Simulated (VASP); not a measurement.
A run of VASP 6.6.1:

Contents of INCAR:

```
SYSTEM = Pb
PREC = Accurate
ENCUT = 520
EDIFF = 1E-7
ISMEAR = -1
SIGMA = 0.05
LREAL = .False.
LASPH = .True.
NELM = 60
ALGO = Normal
ISIF = 2
LWAVE = .False.
LCHARG = .False.
GGA = PE
NBANDS = 13
```

Contents of KPOINTS:

```
regular mesh
0
Gamma
  12 12 12
  0 0 0
```

The input POSCAR:

```
Pb
1.0
    2.6663831851      0.0000000000      0.0000000000
    0.0000000000      2.6663831851      0.0000000000
    0.0000000000      0.0000000000      2.6663831851
Pb
1
Direct
    0.0000000000      0.0000000000      0.0000000000
```

Potentials or basis: VASP PAW PBE potentials, release 64 (Pb_d).

The run is started by

```sh
$ cat potpaw_PBE.64/Pb_d/POTCAR > POTCAR
$ mpirun -np 1 vasp_std > vasp.out
```

Hardware: 1 thread of Intel(R) Xeon(R) Platinum 8488C (Sapphire Rapids), on a shared host.

Estimate the wall time of this run.

Run time: 8.2 s on 1 thread of Intel(R) Xeon(R) Platinum 8488C (Sapphire Rapids), on a shared host, peak memory 0.13 GiB. Counts: scf iterations 12, k points 84.
